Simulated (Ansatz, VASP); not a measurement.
## AlCu3 in VASP and in Ansatz

INCAR

```
SYSTEM = AlCu3
PREC = Accurate
ENCUT = 520
EDIFF = 1E-7
ISMEAR = 0
SIGMA = 0.15
LREAL = .FALSE.
LASPH = .TRUE.
NELM = 100
ALGO = Fast
ISIF = 2
LWAVE = .FALSE.
LCHARG = .FALSE.
GGA = PS
NBANDS = 26
```

Contents of KPOINTS:

```
regular mesh
0
G
  14 14 14
  0 0 0
```

POSCAR

```
AlCu3
1.0
    3.6318704096      0.0000000000      0.0000000000
    0.0000000000      3.6318704096      0.0000000000
    0.0000000000      0.0000000000      3.6318704096
Al Cu
1 3
Direct
   -0.0103252583      0.0000000000      0.0000000000
    0.5000000000      0.5000000000      0.0000000000
    0.5000000000      0.0000000000      0.5000000000
    0.0000000000      0.5000000000      0.5000000000
```

Input for Ansatz:

```yaml
crystal:
  lattice:
    - [3.6318704096, 0.0, 0.0]
    - [0.0, 3.6318704096, 0.0]
    - [0.0, 0.0, 3.6318704096]
  atoms:
    - { symbol: Al, position: [-0.0103252583, 0.0, 0.0] }
    - { symbol: Cu, position: [0.5, 0.5, 0.0] }
    - { symbol: Cu, position: [0.5, 0.0, 0.5] }
    - { symbol: Cu, position: [0.0, 0.5, 0.5] }
basis:
  ecutwfc: 420
kpoints:
  mp_grid: { grid: [14, 14, 14] }
hamiltonian:
  xc: pbesol
scf:
  occupations: { method: gaussian, width: 0.15 }
output:
  forces: true
  stress: true
  eigenvalues: true
  write_density: true
  write_potential: true
  elf: true
  volumetric_format: npy
```

Alike in both runs: task single point; functional PBEsol; k mesh 14 × 14 × 14; occupations gaussian, width 0.15 eV; no spin polarisation.

|  | VASP | Ansatz |
| --- | --- | --- |
| version | VASP 6.6.1 | Ansatz 0.2.0 |
| potentials or method | VASP PAW PBE potentials, release 64 (Al, Cu), cutoff 520 eV | scalar-relativistic, plane waves, PAW |
| valence electrons in the cell | 36 | 60 |

|  | VASP | Ansatz | Ansatz less VASP |
| --- | --- | --- | --- |
| gap on the k mesh at the Fermi level (eV) | none | none | - |
| pressure (GPa) | 0.6 | 0.1 | -0.53 |
| rms of the force components (eV/Å) | 0.096 | 0.096 | -0.0005 |

VASP's potentials were made for PBE, not for PBEsol. Atom by atom the forces differ by 0.001 eV/Å (rms over components). A gap of «none» marks a metal or a gap that the smearing closes. With one functional, cell and mesh, what is left measures potentials, basis and numerics. VASP's potentials hold 36 valence electrons a cell and Ansatz's 60, so a difference there can come from the potentials and not from the codes.
